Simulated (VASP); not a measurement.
# Cd (Ama2) in VASP: single point with PBEsol

Aim: the single point of Cd with PBEsol.

All numbers are computed with VASP 6.6.1; they aren't measurements. Logs are shortened: lines on timing, memory, paths and dates and some standing lists are left out, and cuts for length are marked.

**1. The cell of the first run**

The structure is orthorhombic, space group Ama2 (No. 40). Conventional cell: a = 10.586 Å, b = 5.491 Å, c = 3.201 Å, α = 90.00°, β = 90.00°, γ = 90.00°. Cd (site symmetry 2) has 12 Cd at 3.14 to 3.29 Å within 4.1 Å. Within 4.1 Å of Cd (site symmetry m) lie 12 Cd at 3.14 to 3.29 Å.

**2. Single point, PBEsol (strained and its atoms moved)**

Contents of INCAR:

```
PREC = Accurate
ENCUT = 520
EDIFF = 1E-7
ISMEAR = 0
SIGMA = 0.1
LREAL = False
LASPH = True
NELM = 100
ALGO = Fast
ISIF = 2
LWAVE = False
LCHARG = False
GGA = PS
NBANDS = 32
```

Contents of KPOINTS:

```
Automatic mesh
0
Gamma
  14 14 4
```

Contents of POSCAR:

```
Cd
1.0
    3.1778795520     -0.0134548442      0.0000000000
   -1.6005920129      2.7722987936      0.0000000000
    0.0000000000      0.0000000000     10.5864678628
Cd
4
Direct
    0.0000000000      0.0057779343      0.0000000000
    0.3852786309      0.6868613862      0.2500000000
    0.0000000000      0.0057779343      0.5000000000
    0.6147213691      0.3015827453      0.7500000000
```

Potentials or basis: VASP PAW PBE potentials, release 64 (Cd).

The run is started by

```console
> cat potpaw_PBE.64/Cd/POTCAR > POTCAR
> mpirun -np 1 vasp_std > vasp.out
```

OUTCAR:

```text
PREC = Accurate
   ENCUT = 520
   EDIFF = 1E-7
   ISMEAR = 0
   LREAL = False
   LASPH = True
   NELM = 100
   ISIF = 2
   GGA = PS

 ion  position               nearest neighbor table
   1  0.000  0.006  0.000-   2 3.14   4 3.14   2 3.25   4 3.25   4 3.29   2 3.29
   2  0.385  0.687  0.250-   1 3.14   3 3.14   1 3.25   3 3.25   1 3.29   3 3.29
   3  0.000  0.006  0.500-   2 3.14   4 3.14   2 3.25   4 3.25   4 3.29   2 3.29
   4  0.615  0.302  0.750-   1 3.14   3 3.14   1 3.25   3 3.25   1 3.29   3 3.29

  LATTYP: Found a base centered orthorhombic cell.
 ALAT       =     3.2011771886
 B/A-ratio  =     1.7152409033
 C/A-ratio  =     3.3070546362

  Lattice vectors:

 A1 = (   1.5772875391,   2.7588439494,   0.0000000000)
 A2 = (  -3.1778795520,   0.0134548442,   0.0000000000)
 A3 = (   0.0000000000,   0.0000000000,  10.5864678628)

Analysis of symmetry for initial positions (statically):
=====================================================================
 Subroutine PRICEL returns:
 Original cell was already a primitive cell.

 Routine SETGRP: Setting up the symmetry group for a
 base centered orthorhombic supercell.

 Subroutine GETGRP returns: Found  4 space group operations
 (whereof  2 operations were pure point group operations)
 out of a pool of  8 trial point group operations.

The static configuration has the point symmetry C_2 .
 The point group associated with its full space group is C_2v.

Analysis of symmetry for dynamics (positions and initial velocities):
=====================================================================
 Subroutine PRICEL returns:
 Original cell was already a primitive cell.

 Routine SETGRP: Setting up the symmetry group for a
 base centered orthorhombic supercell.

 Subroutine GETGRP returns: Found  4 space group operations
 (whereof  2 operations were pure point group operations)
 out of a pool of  8 trial point group operations.

The dynamic configuration has the point symmetry C_2 .
 The point group associated with its full space group is C_2v.

 Subroutine INISYM returns: Found  4 space group operations
 (whereof  2 operations are pure point group operations),
 and found     1 'primitive' translations

----------------------------------------------------------------------------------------

                                     Primitive cell

  volume of cell :      93.0391

  direct lattice vectors                    reciprocal lattice vectors
[... 87 lines left out ...]
   LSORBIT =      F    spin-orbit coupling
   LASPH  =      T    aspherical Exc in radial PAW
   ENCUT  =  520.0 eV  38.22 Ry    6.18 a.u.   5.91  5.95 19.68*2*pi/ulx,y,z
   NELM   =    100;   NELMIN=  2; NELMDL= -5     # of ELM steps
   EDIFF  = 0.1E-06   stopping-criterion for ELM
   LREAL  =      F    real-space projection
   EDIFFG = 0.1E-05   stopping-criterion for IOM
   NSW    =      0    number of steps for IOM
   IBRION =     -1    ionic relax: 0-MD 1-quasi-New 2-CG
   NFREE  =      0    steps in history (QN), initial steepest desc. (CG)
   ISIF   =      2    stress and relaxation
   ISYM   =      2    0-nonsym 1-usesym 2-fastsym
   POTIM  = 0.5000    time-step for ionic-motion
   TEBEG  =    0.0;   TEEND  =   0.0 temperature during run
   PSTRESS=    0.0 pullay stress
   NELECT =      48.0000    total number of electrons
   NUPDOWN=      -1.0000    fix difference up-down
   EMIN   =  10.00;   EMAX   =-10.00  energy-range for DOS
   EFERMI =   0.00;   METHOD = LEGACY
   ISMEAR =     0;   SIGMA  =   0.10  broadening in eV -4-tet -1-fermi 0-gaus
   EFERMI_NEDOS =   21; number of points for ismear=-14 and -15
   IALGO  =     68    algorithm
   IMIX   =      4    mixing-type and parameters
     AMIX     =   0.40;   BMIX     =  1.00
     AMIX_MAG =   1.60;   BMIX_MAG =  1.00
  volume/ion in A,a.u.               =      23.26       156.96
  Fermi-wavevector in a.u.,A,eV,Ry     =   1.313006  2.481221 23.456235  1.723985
  Thomas-Fermi vector in A             =   2.443359
   LORBIT       =      0    0 simple, 1 ext, 2 COOP (PROOUT), +10 PAW based schemes
   GGA     = PS    functional components
   LHFCALC =     F    Hartree Fock is set to
   AEXX    =    0.0000 exact exchange contribution
   IVDW    =     0    specifies the selected vdW correction
   LEPSILON=     F    determine dielectric tensor
   LRPA    =     F    only Hartree local field effects (RPA)
 non-spin polarized calculation
 RMM-DIIS sequential band-by-band and
 Gauss-broadening in eV      SIGMA  =   0.10
  energy-cutoff  :      520.00
  volume of cell :       93.04
 maximum number of plane-waves:      2532
   NGX = 11   NGY = 11   NGZ = 39

 number of electron      48.0000018 magnetization

 Free energy of the ion-electron system (eV)
  ---------------------------------------------------
  ext. energy  EPLUGINS =         0.00000000
  ---------------------------------------------------
  free energy    TOTEN  =        -4.60163573 eV

  energy without entropy =       -4.59592235  energy(sigma->0) =       -4.59877904

 E-fermi :   2.2234     XC(G=0): -10.8310

 val. band max:        2.1853385829   @ k =   0.0714   0.3571   0.2500
 cond. band min:       2.2506617365   @ k =   0.0000   0.5000   0.2500
 fundamental gap:      0.0653231536
 Fermi energy:         2.2234124723

 k-point     1 :       0.0000    0.0000    0.0000
  band No.  band energies     occupation
      1      -7.1307      2.00000
      2      -6.9337      2.00000
      3      -6.9211      2.00000
      4      -6.7698      2.00000
      5      -6.7182      2.00000
      6      -6.7007      2.00000
[... 829 lines left out ...]
     31      11.2923      0.00000
     32      12.8859      0.00000

 [... further k-points ...]
[... 5 lines left out ...]
  --------------------------------------------------------------------------------------
  -------------------------------------------------------------------------------------
  Total       -2.8424023     -2.7036055     -2.2793983     -0.1201878      0.0000000      0.0000000
  in kB      -48.9474975    -46.5573514    -39.2523041     -2.0696905      0.0000000      0.0000000
  external PRESSURE =     -44.9190510 kB  Pullay stress =       0.0000000 kB

 VOLUME and BASIS-vectors are now :
 -----------------------------------------------------------------------------
  energy-cutoff  :      520.00
  volume of cell :       93.04
      direct lattice vectors                 reciprocal lattice vectors
     3.177879552 -0.013454844  0.000000000     0.315446331  0.182123543  0.000000000
    -1.600592013  2.772298794  0.000000000     0.001530961  0.361595383  0.000000000
     0.000000000  0.000000000 10.586467863     0.000000000  0.000000000  0.094460212

 POSITION                                       TOTAL-FORCE (eV/Angst)
 -----------------------------------------------------------------------------------
     -0.00925      0.01602      0.00000         0.002489     -0.004311      0.000000
      0.12498      1.89900      2.64662        -0.024594     -0.008451      0.000000
     -0.00925      0.01602      5.29323         0.002489     -0.004311      0.000000
      1.47080      0.82781      7.93985         0.019616      0.017074      0.000000
 -----------------------------------------------------------------------------------
    total drift:                               -0.000266      0.000462     -0.000000

  FREE ENERGIE OF THE ION-ELECTRON SYSTEM (eV)
  ---------------------------------------------------
  free  energy   TOTEN  =        -4.6016357280 eV

  energy  without entropy=       -4.5959223507  energy(sigma->0) =       -4.59877904
```

stdout:

```text
POSCAR found type information on POSCAR Cd
 POSCAR found :  1 types and       4 ions
 scaLAPACK will be used
 -----------------------------------------------------------------------------
|                                                                             |
|                                                                             |
|     You enforced a specific xc type in the INCAR file but a different       |
|     I HOPE YOU KNOW WHAT YOU ARE DOING!                                     |
|                                                                             |
 -----------------------------------------------------------------------------

 LDA part: xc-table for (Slater+PW92), standard interpolation
 POSCAR, INCAR and KPOINTS ok, starting setup
 FFT: planning ... GRIDC
 FFT: planning ... GRID_SOFT
 FFT: planning ... GRID
 WAVECAR not read
 entering main loop
```

Run time: 5.2 min. Hardware: 1 thread of Intel Xeon Platinum 8259CL at 2.50GHz (Skylake/Cascade Lake), shared host; peak memory 0.46 GiB.

What came out:

- Free energy: -4.6016 eV
- Pressure: -4.5 GPa
- Largest force: 0.026 eV/Å
- Band gap on the k mesh: zero (bands 24 and 25 overlap by 2.64 eV)

Forces on the atoms (eV/Å):
```
Cd   0.002 -0.004  0.000
Cd  -0.025 -0.008  0.000
Cd   0.002 -0.004  0.000
Cd   0.020  0.017  0.000
```

Stress tensor (GPa, compression positive):
```
-4.89 -0.21  0.00
-0.21 -4.66  0.00
 0.00  0.00 -3.93
```

Caveat: the cell differs from its parent crystal (strained and its atoms moved); the cell stands under tension; the PAW data sets were made with another functional, which shifts forces and pressure a little.

The gap in the log of VASP goes by the Fermi energy; the results here count the filled bands.